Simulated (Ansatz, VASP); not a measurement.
**KCl in VASP and in Ansatz**

```
CELL_PARAMETERS angstrom
3.67891 0.00000 0.00000
0.00000 3.67891 0.00000
0.00000 0.00000 3.67891
ATOMIC_POSITIONS crystal
K 0.00000 0.00000 0.00000
Cl 0.50000 0.50000 0.50000
```

Alike in both runs: task single point; functional PBE; k mesh 10 × 10 × 10; occupations gaussian, width 0.05 eV; no spin polarisation.

|  | VASP | Ansatz |
| --- | --- | --- |
| version | VASP 6.6.1 | Ansatz 0.2.0 |
| potentials or method | VASP PAW PBE potentials, release 64 (K_sv, Cl), cutoff 520 eV | scalar-relativistic, plane waves, PAW |
| valence electrons in the cell | 16 | 16 |

|  | VASP | Ansatz | Ansatz less VASP |
| --- | --- | --- | --- |
| gap on the k mesh at the Fermi level (eV) | 5.39 | 5.39 | +0.002 |
| least direct gap on the mesh (eV) | 5.61 | 5.61 | +0.002 |
| pressure (GPa) | 3.2 | 3.2 | -0.05 |
